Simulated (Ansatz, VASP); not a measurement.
## KF: VASP beside Ansatz

The input POSCAR:

```
KF
1.0
    0.0000000000      2.9354014290      2.9354014290
    2.9354014290      0.0000000000      2.9354014290
    2.9354014290      2.9354014290      0.0000000000
K F
1 1
Direct
    0.0000000000      0.0000000000      0.0000000000
    0.2500000000      0.2500000000      0.2500000000
```

The input INCAR.step1:

```
ALGO = Normal
EDIFF = 1E-5
ENCUT = 520
GGA = PE
ISIF = 2
ISMEAR = 0
LASPH = T
LREAL = F
LWAVE = T
NBANDS = 15
NELM = 100
PREC = Accurate
SIGMA = 0.01
```

INCAR.step2

```
AEXX = 0.75
ALGO = Normal
EDIFF = 1E-7
ENCUT = 520
GGA = PE
HFSCREEN = 0.2078
ISIF = 2
ISMEAR = 0
ISTART = 1
LASPH = T
LCHARG = T
LELF = T
LHFCALC = T
LREAL = F
LVHAR = T
LWAVE = F
NBANDS = 15
NELM = 100
PREC = Accurate
PRECFOCK = Normal
SIGMA = 0.01
```

Contents of KPOINTS:

```
k-points
0
Gamma
  4 4 4
```

Input for Ansatz:

```yaml
crystal:
  lattice:
    - [0.0, 2.935401429, 2.935401429]
    - [2.935401429, 0.0, 2.935401429]
    - [2.935401429, 2.935401429, 0.0]
  atoms:
    - { symbol: K, position: [0.0, 0.0, 0.0] }
    - { symbol: F, position: [0.25, 0.25, 0.25] }
kpoints:
  mp_grid: { grid: [4, 4, 4] }
hamiltonian:
  xc:
    exchange: pbe
    correlation: pbe
    exx: { coeff: 0.75, omega: 0.2078 }
scf:
  occupations: { method: fixed }
  n_extra_bands: 4
output:
  forces: true
  stress: true
  eigenvalues: true
```

Alike in both runs: task single point; functional PBE-based screened hybrid; k mesh 4 × 4 × 4; no spin polarisation.

|  | VASP | Ansatz |
| --- | --- | --- |
| version | VASP 6.6.1 | Ansatz 0.2.0 |
| potentials or method | VASP PAW PBE potentials, release 64 (K_sv, F) | plane waves |
| plane-wave cutoff (eV) | 520 | 420 |
| occupations | gaussian, width 0.01 eV | fixed |
| valence electrons in the cell | 16 | 16 |

Ansatz gave:

```
gap on the k mesh at the Fermi level (eV) : 11.06
pressure (GPa)                            : -0.5
```

**Question.** Estimate VASP's values.

**Answer.** gap on the k mesh at the Fermi level (eV): 11.04; pressure (GPa): -0.4.

VASP's potentials were made for PBE, not for PBE-based screened hybrid. Ansatz's warnings: stress exchange threshold loose, stress scf threshold loose.

The k mesh is coarse, so the values compare programs but aren't converged.
